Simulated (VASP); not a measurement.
A run of VASP 6.6.1:

POSCAR

```
Fe
1.0
   -1.4333151444      1.4333151444      1.4333151444
    1.4333151444     -1.4333151444      1.4333151444
    1.4333151444      1.4333151444     -1.4333151444
Fe
1
Direct
    0.0000000000      0.0000000000      0.0000000000
```

Contents of INCAR.step1:

```
SYSTEM = Fe
  PREC = Accurate
  ENCUT = 520
  ISMEAR = -1
  SIGMA = 0.05
  LREAL = .False.
  LASPH = .True.
  NELM = 150
  ISPIN = 2
  MAGMOM = 3
  LMAXMIX = 4
  NBANDS = 14
  GGA = PE
  ALGO = Normal
  EDIFF = 1E-4
  LWAVE = .True.
  LCHARG = .False.
```

The input INCAR.step2:

```
SYSTEM = Fe
  PREC = Accurate
  ENCUT = 520
  EDIFF = 1E-6
  ISMEAR = -1
  SIGMA = 0.05
  LREAL = .False.
  LASPH = .True.
  NELM = 150
  ALGO = Normal
  ISIF = 2
  LWAVE = .False.
  LCHARG = .False.
  ISPIN = 2
  MAGMOM = 3
  LORBIT = 11
  LMAXMIX = 4
  METAGGA = R2SCAN
  LMIXTAU = .True.
  IVDW = 13
  VDW_S6 = 1.0
  VDW_S8 = 0.6018749
  VDW_A1 = 0.51559235
  VDW_A2 = 5.77342911
  NBANDS = 14
  ISTART = 1
```

File KPOINTS:

```
Automatic mesh
0
Gamma
  13 13 13
  0 0 0
```

Potentials or basis: VASP PAW PBE potentials, release 64 (Fe).

The run is started by

```sh
$ cat potpaw_PBE.64/Fe/POTCAR > POTCAR
$ cp INCAR.step1 INCAR
$ mpirun -np 1 vasp_std > vasp.out
$ cp INCAR.step2 INCAR
$ mpirun -np 1 vasp_std > vasp.out
```

Hardware: 1 thread of Intel(R) Xeon(R) Platinum 8488C (Sapphire Rapids), on a shared host.

Problem. How long does it take, and how much memory?

Solution. Run time: 57 s on 1 thread of Intel(R) Xeon(R) Platinum 8488C (Sapphire Rapids), on a shared host, peak memory 0.14 GiB. Counts: k points 84.
